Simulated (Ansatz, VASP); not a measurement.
**One calculation of BaTe, two programs**

The input INCAR:

```
ALGO = Normal
EDIFF = 1E-7
ENCUT = 520
GGA = PE
ISIF = 2
ISMEAR = 0
LASPH = T
LCHARG = F
LREAL = F
LWAVE = F
NBANDS = 15
NELM = 100
PREC = Accurate
SIGMA = 0.05
```

KPOINTS

```
k-points
0
Gamma
  8 8 8
```

Contents of POSCAR:

```
BaTe
1.0
    0.0000000000      3.4100000000      3.4100000000
    3.4100000000      0.0000000000      3.4100000000
    3.4100000000      3.4100000000      0.0000000000
Ba Te
1 1
Direct
    0.0000000000      0.0000000000      0.0000000000
    0.5146627566      0.5146627566      0.4853372434
```

Input for Ansatz:

```yaml
crystal:
  lattice:
    - [0.0, 3.41, 3.41]
    - [3.41, 0.0, 3.41]
    - [3.41, 3.41, 0.0]
  atoms:
    - { symbol: Ba, position: [0.0, 0.0, 0.0] }
    - { symbol: Te, position: [0.5146627566, 0.5146627566, 0.4853372434] }
basis:
  ecutwfc: 420
kpoints:
  mp_grid: { grid: [8, 8, 8] }
hamiltonian:
  xc: pbe
scf:
  occupations: { method: gaussian, width: 0.05 }
output:
  forces: true
  stress: true
  eigenvalues: true
```

Change from the starting cell: all Te atoms moved -0.100 Å, as atom 2 towards its neighbour atom 1 (Ba) at 3.410 Å.

Alike in both runs: task single point; functional PBE; k mesh 8 × 8 × 8; occupations gaussian, width 0.05 eV; no spin polarisation.

```csv
,VASP,Ansatz
version,VASP 6.6.1,Ansatz 0.2.0
potentials or method,"VASP PAW PBE potentials, release 64 (Ba_sv, Te), cutoff 520 eV","scalar-relativistic, plane waves, PAW"
valence electrons in the cell,16,26
```

```csv
,VASP,Ansatz,Ansatz less VASP
gap on the k mesh at the Fermi level (eV),1.35,1.44,+0.098
least direct gap on the mesh (eV),1.71,1.77,+0.061
pressure (GPa),4.3,3.9,-0.44
"traceless stress, the component that is largest in VASP (GPa)",0.31,0.29,-0.015
rms of the force components (eV/Å),0.182,0.174,-0.0084
```

Atom by atom the forces differ by 0.008 eV/Å (rms over components). The functional is the same, so the differences come from potentials, cutoffs and numerics. VASP's potentials hold 16 valence electrons a cell and Ansatz's 26, so a difference there can come from the potentials and not from the codes.

Spin-orbit coupling is off throughout.
